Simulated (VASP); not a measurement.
# CS3 (Pm) in VASP: further runs

The runs below take CS3 through single point, with PBE+D3(BJ).

Program: VASP 6.6.1. These are calculated values, not measurements. Logs are shortened: lines on timing, memory, paths and dates and some standing lists are left out, and cuts for length are marked.

## Step 1: The cell of the first run

Symmetry: Pm, No. 6, monoclinic system. The conventional cell has a = 3.467 Å, b = 5.439 Å, c = 8.008 Å, α = 90.00°, β = 97.47°, γ = 90.00°. Within 2.2 Å of C (site symmetry 1) lie 3 S at 1.67 to 1.75 Å. S (site symmetry 1) has 1 C at 1.67 Å within 2.2 Å. S (site symmetry 1) has 1 S at 1.95 Å within 2.6 Å. S (site symmetry m) has 2 C at 1.73 Å within 2.3 Å. S (site symmetry m) has 2 C at 1.75 Å within 2.3 Å.

## Step 2: Single point, PBE+D3(BJ)

Input file INCAR:

```
SYSTEM = CS3
  PREC = Accurate
  ENCUT = 520
  EDIFF = 1E-7
  ISMEAR = 0
  SIGMA = 0.1
  LREAL = .FALSE.
  LASPH = .TRUE.
  NELM = 80
  ALGO = Normal
  ISIF = 2
  LWAVE = .FALSE.
  LCHARG = .TRUE.
  GGA = PE
  IVDW = 12
  LELF = .TRUE.
  LVHAR = .TRUE.
  NBANDS = 32
```

Input file KPOINTS:

```
Automatic mesh
0
G
  6 4 2
  0 0 0
```

Input file POSCAR:

```
CS3
1.0
    3.4670096472      0.0000000000      0.0000000000
    0.0000000000      5.4386257403      0.0000000000
   -1.0409915404      0.0000000000      7.9396028351
C S
2 6
Direct
    0.2644929506      0.2511130508      0.9752790057
    0.2644929506      0.7488869492      0.9752790057
    0.2013600309      0.7486005405      0.1781104796
    0.2013600309      0.2513994595      0.1781104796
    0.7260719241      0.6790949204      0.4968205769
    0.7260719241      0.3209050796      0.4968205769
    0.4011163706      0.5000000000      0.8610263606
    0.2110817211      0.0000000000      0.8384882086
```

Potentials or basis: VASP PAW PBE potentials, release 64 (C, S).

Command:

```
> cat potpaw_PBE.64/C/POTCAR potpaw_PBE.64/S/POTCAR > POTCAR
> mpirun -np 1 vasp_std > vasp.out
```

OUTCAR:

```text
SYSTEM = CS3
   PREC = Accurate
   ENCUT = 520
   EDIFF = 1E-7
   ISMEAR = 0
   LREAL = .FALSE.
   LASPH = .TRUE.
   NELM = 80
   ISIF = 2
   GGA = PE
   IVDW = 12
 IVDW          = 12

 ion  position               nearest neighbor table
   1  0.264  0.251  0.975-   4 1.67   7 1.73   8 1.75
   2  0.264  0.749  0.975-   3 1.67   7 1.73   8 1.75
   3  0.201  0.749  0.178-   2 1.67   4 2.70   4 2.73
   4  0.201  0.251  0.178-   1 1.67   3 2.70   3 2.73
   5  0.726  0.679  0.497-   6 1.95
   6  0.726  0.321  0.497-   5 1.95
   7  0.401  0.500  0.861-   1 1.73   2 1.73
   8  0.211  0.000  0.838-   1 1.75   2 1.75

  LATTYP: Found a simple monoclinic cell.
 ALAT       =     3.4670096472
 B/A-ratio  =     1.5686791482
 C/A-ratio  =     2.3096434771
 COS(beta)  =    -0.1300011529

  Lattice vectors:

 A1 = (   3.4670096472,   0.0000000000,   0.0000000000)
 A2 = (   0.0000000000,   5.4386257403,   0.0000000000)
 A3 = (  -1.0409915404,   0.0000000000,   7.9396028351)

Analysis of symmetry for initial positions (statically):
=====================================================================
 Subroutine PRICEL returns:
 Original cell was already a primitive cell.

 Routine SETGRP: Setting up the symmetry group for a
 simple monoclinic supercell.

 Subroutine GETGRP returns: Found  2 space group operations
 (whereof  2 operations were pure point group operations)
 out of a pool of  4 trial point group operations.

The static configuration has the point symmetry C_1h.

Analysis of symmetry for dynamics (positions and initial velocities):
=====================================================================
 Subroutine PRICEL returns:
 Original cell was already a primitive cell.

 Routine SETGRP: Setting up the symmetry group for a
 simple monoclinic supercell.

 Subroutine GETGRP returns: Found  2 space group operations
 (whereof  2 operations were pure point group operations)
 out of a pool of  4 trial point group operations.

The dynamic configuration has the point symmetry C_1h.

 Subroutine INISYM returns: Found  2 space group operations
 (whereof  2 operations are pure point group operations),
 and found     1 'primitive' translations

----------------------------------------------------------------------------------------

                                     Primitive cell

  volume of cell :     149.7073

  direct lattice vectors                    reciprocal lattice vectors
     3.467009647  0.000000000  0.000000000     0.288433002  0.000000000  0.037817548
     0.000000000  5.438625740  0.000000000     0.000000000  0.183869979  0.000000000
    -1.040991540  0.000000000  7.939602835     0.000000000  0.000000000  0.125950885

  length of vectors
     3.467009647  5.438625740  8.007556217     0.290901639  0.183869979  0.125950885

  position of ions in fractional coordinates (direct lattice)
     0.264492951  0.251113051  0.975279006
     0.264492951  0.748886949  0.975279006
     0.201360031  0.748600540  0.178110480
     0.201360031  0.251399459  0.178110480
     0.726071924  0.679094920  0.496820577
     0.726071924  0.320905080  0.496820577
     0.401116371  0.500000000  0.861026361
     0.211081721  0.000000000  0.838488209

  ion indices of the primitive-cell ions
   primitive index   ion index
                 1           1
                 2           2
                 3           3
                 4           4
                 5           5
                 6           6
                 7           7
                 8           8

----------------------------------------------------------------------------------------

 KPOINTS: Automatic mesh

Automatic generation of k-mesh.
 Grid dimensions read from file:
 generate k-points for:    6    4    2

 Generating k-lattice:

  Cartesian coordinates                     Fractional coordinates (reciprocal lattice)
     0.048072167  0.000000000  0.006302925     0.166666667  0.000000000  0.000000000
     0.000000000  0.045967495  0.000000000     0.000000000  0.250000000  0.000000000
     0.000000000  0.000000000  0.062975442     0.000000000  0.000000000  0.500000000

  Length of vectors
     0.048483606  0.045967495  0.062975442

  Shift w.r.t. Gamma in fractional coordinates (k-lattice)
     0.000000000  0.000000000  0.000000000

 Subroutine IBZKPT returns following result:
 ===========================================

 Found     24 irreducible k-points:

 Following reciprocal coordinates:
            Coordinates               Weight
  0.000000  0.000000  0.000000      1.000000
  0.166667  0.000000  0.000000      2.000000
  0.333333  0.000000  0.000000      2.000000
  0.500000  0.000000  0.000000      1.000000
  0.000000  0.250000  0.000000      2.000000
  0.166667  0.250000  0.000000      4.000000
[... 16 lines left out ...]
  0.333333  0.500000  0.500000      2.000000
  0.500000  0.500000  0.500000      1.000000
   k-points           NKPTS =     24   k-points in BZ     NKDIM =     24   number of bands    NBANDS=     32
   number of dos      NEDOS =    301   number of ions     NIONS =      8
   total plane-waves  NPLWV =  67200
   dimension x,y,z NGX =    28 NGY =   40 NGZ =   60
   dimension x,y,z NGXF=    56 NGYF=   80 NGZF=  120
   ions per type =               2   6
   NGX,Y,Z   is equivalent  to a cutoff of  13.43, 12.23, 12.46 a.u.
   NGXF,Y,Z  is equivalent  to a cutoff of  26.85, 24.45, 24.91 a.u.
 SYSTEM =  CS3
   PREC   = accura    normal or accurate (medium, high low for compatibility)
   ISTART =      0    job   : 0-new  1-cont  2-samecut
   ICHARG =      2    charge: 1-file 2-atom 10-const
   ISPIN  =      1    spin polarized calculation?
   LNONCOLLINEAR =      F non collinear calculations
   LSORBIT =      F    spin-orbit coupling
   LASPH  =      T    aspherical Exc in radial PAW
   ENCUT  =  520.0 eV  38.22 Ry    6.18 a.u.   6.45 10.11 14.89*2*pi/ulx,y,z
   NELM   =     80;   NELMIN=  2; NELMDL= -5     # of ELM steps
   EDIFF  = 0.1E-06   stopping-criterion for ELM
   LREAL  =      F    real-space projection
   EDIFFG = 0.1E-05   stopping-criterion for IOM
   NSW    =      0    number of steps for IOM
   IBRION =     -1    ionic relax: 0-MD 1-quasi-New 2-CG
   NFREE  =      0    steps in history (QN), initial steepest desc. (CG)
   ISIF   =      2    stress and relaxation
   ISYM   =      2    0-nonsym 1-usesym 2-fastsym
   POTIM  = 0.5000    time-step for ionic-motion
   TEBEG  =    0.0;   TEEND  =   0.0 temperature during run
   PSTRESS=    0.0 pullay stress
   NELECT =      44.0000    total number of electrons
   NUPDOWN=      -1.0000    fix difference up-down
   EMIN   =  10.00;   EMAX   =-10.00  energy-range for DOS
   EFERMI =   0.00;   METHOD = LEGACY
   ISMEAR =     0;   SIGMA  =   0.10  broadening in eV -4-tet -1-fermi 0-gaus
   EFERMI_NEDOS =   21; number of points for ismear=-14 and -15
   IALGO  =     38    algorithm
   IMIX   =      4    mixing-type and parameters
     AMIX     =   0.40;   BMIX     =  1.00
     AMIX_MAG =   1.60;   BMIX_MAG =  1.00
  volume/ion in A,a.u.               =      18.71       126.28
  Fermi-wavevector in a.u.,A,eV,Ry     =   1.088457  2.056886 16.119356  1.184739
  Thomas-Fermi vector in A             =   2.224639
   LORBIT       =      0    0 simple, 1 ext, 2 COOP (PROOUT), +10 PAW based schemes
   GGA     = PE    functional components
   LHFCALC =     F    Hartree Fock is set to
   AEXX    =    0.0000 exact exchange contribution
   IVDW    =    12    specifies the selected vdW correction
   LEPSILON=     F    determine dielectric tensor
   LRPA    =     F    only Hartree local field effects (RPA)
 non-spin polarized calculation
 Gauss-broadening in eV      SIGMA  =   0.10
  energy-cutoff  :      520.00
  volume of cell :      149.71
 maximum number of plane-waves:      4052
 NGX is ok and might be reduce to    28
   NGX = 13   NGY = 21   NGZ = 29

 number of electron      43.9999992 magnetization

 Free energy of the ion-electron system (eV)
  ---------------------------------------------------
  ext. energy  EPLUGINS =         0.00000000
  ---------------------------------------------------
  free energy    TOTEN  =       -39.45358123 eV

  energy without entropy =      -39.43309363  energy(sigma->0) =      -39.44333743

 E-fermi :   4.4796     XC(G=0):  -9.2851

 val. band max:        4.4707132614   @ k =   0.0000   0.2500   0.0000
 cond. band min:       4.4853814055   @ k =   0.5000   0.2500   0.5000
 fundamental gap:      0.0146681441
 Fermi energy:         4.4796427645

 k-point     1 :       0.0000    0.0000    0.0000
  band No.  band energies     occupation
      1     -14.6151      2.00000
      2     -11.2584      2.00000
      3     -11.1796      2.00000
      4     -10.8397      2.00000
      5     -10.6195      2.00000
      6      -7.6980      2.00000
[... 24 lines left out ...]
     31       9.4648      0.00000
     32      10.2014      0.00000

 k-point     2 :       0.1667    0.0000    0.0000
  band No.  band energies     occupation
      1     -14.5312      2.00000
      2     -11.1876      2.00000
      3     -11.0893      2.00000
      4     -10.7753      2.00000
      5     -10.5624      2.00000
      6      -7.6445      2.00000
[... 24 lines left out ...]
     31      10.1295      0.00000
     32      10.4775      0.00000
[... 733 lines left out ...]
     31       9.9974      0.00000
     32      10.5541      0.00000

 k-point    24 :       0.5000    0.5000    0.5000
  band No.  band energies     occupation
      1     -13.3074      2.00000
      2     -13.2615      2.00000
      3     -10.6621      2.00000
      4     -10.0560      2.00000
      5      -9.9630      2.00000
      6      -5.8663      2.00000
[... 24 lines left out ...]
     31       9.8041      0.00000
     32      10.4466      0.00000

------------------------ aborting loop because EDIFF is reached ----------------------------------------

 Edisp (eV)   -1.99100

 E8    (eV) :    -0.6987

  FORCE on cell =-STRESS in cart. coord.  units (eV):
  Direction    XX          YY          ZZ          XY          YZ          ZX
  --------------------------------------------------------------------------------------
  -------------------------------------------------------------------------------------
  Total      -0.01000    -1.26166    -0.86937     0.00000     0.00000     0.25321
  in kB      -0.10702   -13.50239    -9.30410     0.00000     0.00000     2.70992
  external pressure =       -7.64 kB  Pullay stress =        0.00 kB

 VOLUME and BASIS-vectors are now :
 -----------------------------------------------------------------------------
  energy-cutoff  :      520.00
  volume of cell :      149.71
      direct lattice vectors                 reciprocal lattice vectors
     3.467009647  0.000000000  0.000000000     0.288433002  0.000000000  0.037817548
     0.000000000  5.438625740  0.000000000     0.000000000  0.183869979  0.000000000
    -1.040991540  0.000000000  7.939602835     0.000000000  0.000000000  0.125950885

 POSITION                                       TOTAL-FORCE (eV/Angst)
 -----------------------------------------------------------------------------------
     -0.09826      1.36571      7.74333        -0.025302      0.014735      0.069091
     -0.09826      4.07292      7.74333        -0.025302     -0.014735      0.069091
      0.51271      4.07136      1.41413         0.034560     -0.027785     -0.198533
      0.51271      1.36727      1.41413         0.034560      0.027785     -0.198533
      2.00011      3.69334      3.94456         0.013409     -0.392719     -0.002178
      2.00011      1.74528      3.94456         0.013409      0.392719     -0.002178
      0.49435      2.71931      6.83621        -0.048995      0.000000      0.121619
     -0.14104      0.00000      6.65726         0.003660      0.000000      0.141621
 -----------------------------------------------------------------------------------
    total drift:                                0.000242     -0.000000      0.000019

  FREE ENERGIE OF THE ION-ELECTRON SYSTEM (eV)
  ---------------------------------------------------
  free  energy   TOTEN  =       -41.4445846629 eV

  energy  without entropy=      -41.4240970618  energy(sigma->0) =      -41.43434086
```

Run time: 85 s. Hardware: 1 thread of Intel Xeon Platinum 8488C (Sapphire Rapids), shared host; peak memory 0.29 GiB.

Results:

```yaml
Free_energy: -41.4446 eV
Pressure: -0.8 GPa
Largest_force: 0.393 eV/Å
Band_gap_on_the_k_mesh: zero (band 22 reaches 4.96 eV, above the bottom of band 23 at 3.71 eV)
Dispersion_energy_per_atom: -0.249 eV
```

Forces on the atoms (eV/Å):
```
C   -0.025  0.015  0.069
C   -0.025 -0.015  0.069
S    0.035 -0.028 -0.199
S    0.035  0.028 -0.199
S    0.013 -0.393 -0.002
S    0.013  0.393 -0.002
S   -0.049  0.000  0.122
S    0.004  0.000  0.142
```

Caveat: the k points lie up to 0.40 Å⁻¹ apart; pairwise dispersion overbinds metals, which lowers pressure and volume.

## Step 3: Single point, PBE+D3(BJ)

This run uses another cell than the first one, of 18.76 Å³/atom, 1.002 times its volume.

Input file INCAR:

```
SYSTEM = CS3
ALGO = Normal
EDIFF = 1E-7
ENCUT = 520
GGA = PE
ISIF = 2
ISMEAR = 0
IVDW = 12
LASPH = .True.
LCHARG = .True.
LELF = .True.
LREAL = .False.
LVHAR = .True.
LWAVE = .False.
NBANDS = 32
NELM = 60
PREC = Accurate
SIGMA = 0.1
```

Input file KPOINTS:

```
k-points
0
Gamma
  6 4 2
  0 0 0
```

Input file POSCAR:

```
CS3
1.0
    3.4982660250      0.0000000000     -0.0045977301
    0.0000000000      5.4359247728      0.0000000000
   -1.0609054669      0.0000000000      7.8923724271
C S
2 6
Direct
    0.2658676217      0.2515137562      0.9763200819
    0.2658676217      0.7484862438      0.9763200819
    0.1955924910      0.7481123464      0.1791551661
    0.1955924910      0.2518876536      0.1791551661
    0.7265875327      0.6784114203      0.4935260193
    0.7265875327      0.3215885797      0.4935260193
    0.4068405692      0.5000000000      0.8630052949
    0.2131120429      0.0000000000      0.8389268640
```

Potentials or basis: VASP PAW PBE potentials, release 64 (C, S).

Command:

```
> cat potpaw_PBE.64/C/POTCAR potpaw_PBE.64/S/POTCAR > POTCAR
> mpirun -np 1 vasp_std > vasp.out
```

Wall time 80 s (1 thread of Intel Xeon Platinum 8488C (Sapphire Rapids), shared host); peak memory 0.29 GiB.

It converged, with:

```yaml
Free_energy: -41.4487 eV
Pressure: -0.6 GPa
Largest_force: 0.195 eV/Å
Band_gap_on_the_k_mesh: zero (band 22 reaches 4.90 eV, above the bottom of band 23 at 3.73 eV)
Dispersion_energy_per_atom: -0.248 eV
```

Forces on the atoms (eV/Å):
```
C   -0.011 -0.002  0.046
C   -0.011  0.002  0.046
S    0.045 -0.022 -0.151
S    0.045  0.022 -0.151
S   -0.002 -0.195  0.006
S   -0.002  0.195  0.006
S   -0.079  0.000  0.093
S    0.014  0.000  0.105
```

Stress tensor (GPa, compression positive):
```
-0.10  0.00  0.20
 0.00 -0.89  0.00
 0.20  0.00 -0.78
```

Levels at points of the mesh, in eV from the Fermi level:
| k point | band 20 | band 21 | band 22 | band 23 | band 24 | band 25 |
| --- | --- | --- | --- | --- | --- | --- |
| (0.00, 0.00, 0.00) | -1.74 | -0.68 | 0.22 | 1.04 | 1.64 | 1.69 |
| (0.50, 0.00, 0.00) | -2.35 | -1.48 | -0.97 | 0.93 | 1.16 | 1.70 |
| (0.00, 0.50, 0.00) | -1.87 | -1.72 | -0.05 | 0.55 | 0.95 | 1.43 |
| (0.50, 0.50, 0.00) | -2.08 | -2.06 | -1.46 | -0.31 | 0.72 | 0.76 |
| (0.00, 0.00, 0.50) | -1.66 | -0.49 | 0.42 | 1.19 | 1.62 | 1.64 |
| (0.50, 0.00, 0.50) | -2.90 | -1.28 | -0.99 | 0.31 | 1.65 | 1.71 |
| (0.00, 0.50, 0.50) | -1.83 | -1.72 | -0.33 | 0.71 | 0.90 | 1.27 |
| (0.50, 0.50, 0.50) | -2.39 | -2.02 | -1.23 | -0.75 | 0.99 | 1.12 |

Caveat: the k points lie up to 0.40 Å⁻¹ apart; pairwise dispersion overbinds metals, which lowers pressure and volume.
